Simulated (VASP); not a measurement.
# SiC (F-43m) in VASP: notebook

The runs below take SiC through single point, with PBE.

All numbers are computed with VASP 6.6.1; they aren't measurements. Logs are shortened: lines on timing, memory, paths and dates and some standing lists are left out, and cuts for length are marked.

## 1. The cell of the first run

It takes space group F-43m (No. 216, cubic). Conventional cell: a = 4.467 Å, b = 4.467 Å, c = 4.467 Å, α = 90.00°, β = 90.00°, γ = 90.00°. Si (site symmetry -43m) has 4 C at 1.93 Å within 2.6 Å. C (site symmetry -43m) has 4 Si at 1.93 Å within 2.6 Å.

## 2. Single point, PBE

Input file INCAR:

```
SYSTEM = SiC
PREC     = Accurate       ! precision mode
ENCUT    = 520            ! plane-wave cutoff, eV
EDIFF    = 1E-6           ! SCF threshold, eV
ISMEAR   = 0              ! smearing method
SIGMA    = 0.02           ! smearing width, eV
LREAL    = .False.        ! projectors in reciprocal space
LASPH    = .True.         ! aspherical terms in the spheres
NELM     = 60             ! most SCF steps
ALGO     = Normal         ! electronic algorithm
ISIF     = 2              ! what is computed and relaxed
LWAVE    = .False.        ! write WAVECAR
LCHARG   = .False.        ! write CHGCAR
GGA      = PE             ! functional
NBANDS   = 16             ! bands
```

Input file KPOINTS:

```
regular mesh
0
Gamma
  10 10 6
  0 0 0
```

Input file POSCAR:

```
SiC
1.0
    2.2336602303      2.2336602303      0.0000000000
   -2.2336602303      2.2336602303      0.0000000000
    0.0000000000      0.0000000000      4.4673204606
Si C
2 2
Direct
    0.5000000000      0.0000000000      0.7500000000
    0.0000000000      0.5000000000      0.2500000000
    0.0000000000      0.0000000000      0.0000000000
    0.5000000000      0.5000000000      0.5000000000
```

Potentials or basis: VASP PAW PBE potentials, release 64 (Si, C).

The run is started by

```sh
cat potpaw_PBE.64/Si/POTCAR potpaw_PBE.64/C/POTCAR > POTCAR
mpirun -np 1 vasp_std > vasp.out
```

OUTCAR:

```text
SYSTEM = SiC
   PREC = Accurate
   ENCUT = 520
   EDIFF = 1E-6
   ISMEAR = 0
   LREAL = .False.
   LASPH = .True.
   NELM = 60
   ISIF = 2
   GGA = PE

 ion  position               nearest neighbor table
   1  0.500  0.000  0.750-   3 1.93   4 1.93   4 1.93   3 1.93
   2  0.000  0.500  0.250-   3 1.93   4 1.93   3 1.93   4 1.93
   3  0.000  0.000  0.000-   1 1.93   2 1.93   2 1.93   1 1.93
   4  0.500  0.500  0.500-   1 1.93   2 1.93   1 1.93   2 1.93

  LATTYP: Found a simple tetragonal cell.
 ALAT       =     3.1588725914
 C/A-ratio  =     1.4142135624

  Lattice vectors:

 A1 = (   2.2336602303,   2.2336602303,   0.0000000000)
 A2 = (  -2.2336602303,   2.2336602303,   0.0000000000)
 A3 = (   0.0000000000,   0.0000000000,   4.4673204606)

Analysis of symmetry for initial positions (statically):
=====================================================================
 Subroutine PRICEL returns following result:

  LATTYP: Found a face centered cubic cell.
 ALAT       =     4.4673204606

  Lattice vectors:

 A1 = (   0.0000000000,  -2.2336602303,  -2.2336602303)
 A2 = (   2.2336602303,   0.0000000000,  -2.2336602303)
 A3 = (   2.2336602303,  -2.2336602303,   0.0000000000)

   2 primitive cells build up your supercell.

 Routine SETGRP: Setting up the symmetry group for a
 simple tetragonal supercell.

 Subroutine GETGRP returns: Found  8 space group operations
 (whereof  8 operations were pure point group operations)
 out of a pool of 16 trial point group operations.

The static configuration has the point symmetry D_2d.

Analysis of symmetry for dynamics (positions and initial velocities):
=====================================================================
 Subroutine PRICEL returns following result:

  LATTYP: Found a face centered cubic cell.
 ALAT       =     4.4673204606

  Lattice vectors:

 A1 = (   0.0000000000,  -2.2336602303,  -2.2336602303)
 A2 = (   2.2336602303,   0.0000000000,  -2.2336602303)
 A3 = (   2.2336602303,  -2.2336602303,   0.0000000000)

   2 primitive cells build up your supercell.

 Routine SETGRP: Setting up the symmetry group for a
 simple tetragonal supercell.

 Subroutine GETGRP returns: Found  8 space group operations
 (whereof  8 operations were pure point group operations)
 out of a pool of 16 trial point group operations.

The dynamic configuration has the point symmetry D_2d.
[... 98 lines left out ...]
   NELM   =     60;   NELMIN=  2; NELMDL= -5     # of ELM steps
   EDIFF  = 0.1E-05   stopping-criterion for ELM
   LREAL  =      F    real-space projection
   EDIFFG = 0.1E-04   stopping-criterion for IOM
   NSW    =      0    number of steps for IOM
   IBRION =     -1    ionic relax: 0-MD 1-quasi-New 2-CG
   NFREE  =      0    steps in history (QN), initial steepest desc. (CG)
   ISIF   =      2    stress and relaxation
   ISYM   =      2    0-nonsym 1-usesym 2-fastsym
   POTIM  = 0.5000    time-step for ionic-motion
   TEBEG  =    0.0;   TEEND  =   0.0 temperature during run
   PSTRESS=    0.0 pullay stress
   NELECT =      16.0000    total number of electrons
   NUPDOWN=      -1.0000    fix difference up-down
   EMIN   =  10.00;   EMAX   =-10.00  energy-range for DOS
   EFERMI =   0.00;   METHOD = LEGACY
   ISMEAR =     0;   SIGMA  =   0.02  broadening in eV -4-tet -1-fermi 0-gaus
   EFERMI_NEDOS =   21; number of points for ismear=-14 and -15
   IALGO  =     38    algorithm
   IMIX   =      4    mixing-type and parameters
     AMIX     =   0.40;   BMIX     =  1.00
     AMIX_MAG =   1.60;   BMIX_MAG =  1.00
  volume/ion in A,a.u.               =      11.14        75.21
  Fermi-wavevector in a.u.,A,eV,Ry     =   1.163441  2.198585 18.416779  1.353595
  Thomas-Fermi vector in A             =   2.299991
   LORBIT       =      0    0 simple, 1 ext, 2 COOP (PROOUT), +10 PAW based schemes
   GGA     = PE    functional components
   LHFCALC =     F    Hartree Fock is set to
   AEXX    =    0.0000 exact exchange contribution
   IVDW    =     0    specifies the selected vdW correction
   LEPSILON=     F    determine dielectric tensor
   LRPA    =     F    only Hartree local field effects (RPA)
 non-spin polarized calculation
 Gauss-broadening in eV      SIGMA  =   0.02
  energy-cutoff  :      520.00
  volume of cell :       44.58
 maximum number of plane-waves:      1220
 NGX is ok and might be reduce to    24
   NGX = 11   NGY = 11   NGZ = 17

 number of electron      15.9999999 magnetization

 Free energy of the ion-electron system (eV)
  ---------------------------------------------------
  ext. energy  EPLUGINS =         0.00000000
  ---------------------------------------------------
  free energy    TOTEN  =       -30.02731374 eV

  energy without entropy =      -30.02731374  energy(sigma->0) =      -30.02731374

 E-fermi :   7.4058     XC(G=0): -11.0344

 val. band max:        7.2940206527   @ k =   0.0000   0.0000   0.0000
 cond. band min:       8.7159025082   @ k =   0.0000   0.0000   0.0000
 fundamental gap:      1.4218818555
 Fermi energy:         7.4058402147

 k-point     1 :       0.0000    0.0000    0.0000
  band No.  band energies     occupation
      1      -7.5380      2.00000
      2      -2.8628      2.00000
      3      -0.2749      2.00000
      4       4.2536      2.00000
      5       4.2536      2.00000
      6       7.2940      2.00000
[... 433 lines left out ...]
      3       0.5041      2.00000
      4       2.9670      2.00000
      5       4.4855      2.00000
      6       4.7457      2.00000
[... 8 lines left out ...]
     15      18.2312      0.00000
     16      18.4482      0.00000

 [... further k-points ...]

------------------------ aborting loop because EDIFF is reached ----------------------------------------

  FORCE on cell =-STRESS in cart. coord.  units (eV):
  Direction    XX          YY          ZZ          XY          YZ          ZX
  --------------------------------------------------------------------------------------
  -------------------------------------------------------------------------------------
  Total       -3.1318682     -3.1318682     -3.1328237      0.0000000     -0.0000000      0.0000000
  in kB     -112.5648337   -112.5648337   -112.5991743      0.0000000     -0.0000000      0.0000000
  external PRESSURE =    -112.5762806 kB  Pullay stress =       0.0000000 kB

 VOLUME and BASIS-vectors are now :
 -----------------------------------------------------------------------------
  energy-cutoff  :      520.00
  volume of cell :       44.58
      direct lattice vectors                 reciprocal lattice vectors
     2.233660230  2.233660230  0.000000000     0.223847832  0.223847832  0.000000000
    -2.233660230  2.233660230  0.000000000    -0.223847832  0.223847832  0.000000000
     0.000000000  0.000000000  4.467320461     0.000000000  0.000000000  0.223847832

 POSITION                                       TOTAL-FORCE (eV/Angst)
 -----------------------------------------------------------------------------------
      1.11683      1.11683      3.35049         0.000000      0.000000      0.000000
     -1.11683      1.11683      1.11683         0.000000      0.000000      0.000000
      0.00000      0.00000      0.00000        -0.000000     -0.000000      0.000000
      0.00000      2.23366      2.23366        -0.000000     -0.000000     -0.000000
 -----------------------------------------------------------------------------------
    total drift:                               -0.000000      0.000000     -0.000000

  FREE ENERGIE OF THE ION-ELECTRON SYSTEM (eV)
  ---------------------------------------------------
  free  energy   TOTEN  =       -30.0273137412 eV

  energy  without entropy=      -30.0273137412  energy(sigma->0) =      -30.02731374
```

Wall time 60 s (1 thread of Intel Xeon 8259CL, shared host); peak memory 0.18 GiB.

What came out:

```yaml
Free_energy: -30.0273 eV
Pressure: -11.3 GPa
Band_gap_on_the_k_mesh: 1.42 eV
```

Caveat: the cell stands under tension. A k mesh can miss the band edges.

## 3. Single point, PBE (equal strain along all axes, cell held: +3.0 %)

Input file INCAR:

```
  PREC = Accurate
  ENCUT = 520
  EDIFF = 1E-7
  ISMEAR = 0
  SIGMA = 0.02
  LREAL = F
  LASPH = T
  NELM = 80
  ALGO = Normal
  ISIF = 2
  LWAVE = F
  LCHARG = F
  GGA = PE
  NBANDS = 16
```

Input file KPOINTS:

```
Automatic mesh
0
Gamma
  10 10 6
```

Input file POSCAR:

```
SiC
1.0
    2.2555588600      2.2555588600      0.0000000000
   -2.2555588600      2.2555588600      0.0000000000
    0.0000000000      0.0000000000      4.5111177200
Si C
2 2
Direct
    0.5000000000      0.0000000000      0.7500000000
    0.0000000000      0.5000000000      0.2500000000
    0.0000000000      0.0000000000      0.0000000000
    0.5000000000      0.5000000000      0.5000000000
```

Potentials or basis: VASP PAW PBE potentials, release 64 (Si, C).

The run is started by

```sh
cat potpaw_PBE.64/Si/POTCAR potpaw_PBE.64/C/POTCAR > POTCAR
mpirun -np 1 vasp_std > vasp.out
```

It took 61 s on 1 thread of Intel Xeon 8259CL, shared host; peak memory 0.18 GiB.

Results (log left out):

```
Free energy            : -29.9153 eV
Pressure               : -15.8 GPa
Band gap on the k mesh : 1.45 eV
```

Levels at points of the mesh, in eV from the valence-band top:
```tsv
k point	band 5	band 6	band 7	band 8	band 9	band 10	band 11	band 12
(0.00, 0.00, 0.00)	-2.98	0.00	0.00	0.00	1.45	3.98	5.03	6.62
(0.50, 0.00, 0.00)	-4.04	-4.04	-1.14	-1.14	5.16	5.16	7.91	7.91
(0.50, 0.50, 0.00)	-2.98	-2.98	-2.98	-2.98	1.45	1.45	3.98	3.98
(0.00, 0.00, 0.50)	-1.81	-1.81	-1.81	-1.81	3.75	3.75	5.84	5.84
(0.50, 0.00, 0.50)	-1.02	-1.02	-1.02	-1.02	4.52	4.52	6.82	6.82
(0.50, 0.50, 0.50)	-4.53	-4.53	-4.30	-4.30	5.07	5.07	8.37	8.37
```

Caveat: the cell differs from its parent crystal (equal strain along all axes, cell held: +3.0 %); the cell stands under tension. A k mesh can miss the band edges.
